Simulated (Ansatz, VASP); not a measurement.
One calculation of Te, two programs

Contents of INCAR:

```
SYSTEM = Te
PREC = Accurate ; ENCUT = 600
EDIFF = 1E-6 ; ISMEAR = 0
SIGMA = 0.1 ; LREAL = .FALSE.
LASPH = .TRUE. ; NELM = 80
ALGO = Normal ; ISIF = 3
LWAVE = .FALSE. ; LCHARG = .FALSE.
GGA = PE ; IBRION = 2
NSW = 90 ; EDIFFG = -0.04
```

File KPOINTS:

```
regular mesh
0
G
  6 6 4
  0 0 0
```

POSCAR

```
Te
1.0
    5.1825814686      0.0000000000      0.0000000000
   -2.5912907343      4.4882472090      0.0000000000
    0.0000000000      0.0000000000      6.3975202679
Te
4
Direct
    0.0000000000      0.0000000000      0.2500000000
    0.0000000000      0.0000000000      0.7500000000
    0.3333333333      0.6666666667      0.7500000000
    0.6666666667      0.3333333333      0.2500000000
```

Input for Ansatz:

```yaml
crystal:
  lattice:
    - [5.1825814686, 0.0, 0.0]
    - [-2.5912907343, 4.488247209, 0.0]
    - [0.0, 0.0, 6.3975202679]
  atoms:
    - { symbol: Te, position: [0.0, 0.0, 0.25] }
    - { symbol: Te, position: [0.0, 0.0, 0.75] }
    - { symbol: Te, position: [0.3333333333, 0.6666666667, 0.75] }
    - { symbol: Te, position: [0.6666666667, 0.3333333333, 0.25] }
basis:
  ecutwfc: 420
kpoints:
  mp_grid: { grid: [6, 6, 4] }
hamiltonian:
  xc: pbe
scf:
  occupations: { method: gaussian, width: 0.1 }
  lower_state_search: "off"
output:
  forces: true
  stress: true
  eigenvalues: true
relax:
  adjacent_minimum: "off"
  f_tol: 0.04
  max_steps: 70
  cell: { stress_tol: 0.4 }
```

Alike in both runs: task relaxation of cell and atoms; functional PBE; k mesh 6 × 6 × 4; occupations gaussian, width 0.1 eV; no spin polarisation.

|  | VASP | Ansatz |
| --- | --- | --- |
| version | VASP 6.6.1 | Ansatz 0.2.0 |
| potentials or method | VASP PAW PBE potentials, release 64 (Te), cutoff 600 eV | scalar-relativistic, plane waves, PAW |
| valence electrons in the cell | 24 | 64 |

|  | VASP | Ansatz | Ansatz less VASP |
| --- | --- | --- | --- |
| gap on the k mesh at the Fermi level, each at its own relaxed structure (eV) | none | none | - |
| relaxed volume (Å³/atom) | 37.00 | 37.10 | +0.095 |
| relaxed cell length with the largest relative difference (Å) | 5.292 | 5.299 | +0.0070 |

A gap of «none» marks a metal or a gap that the smearing closes. VASP's potentials hold 24 valence electrons a cell and Ansatz's 64, so a difference there can come from the potentials and not from the codes.

Spin-orbit coupling is off throughout. Noted on VASP's run: too few bands were computed for a metal, which touches its energy and stress.
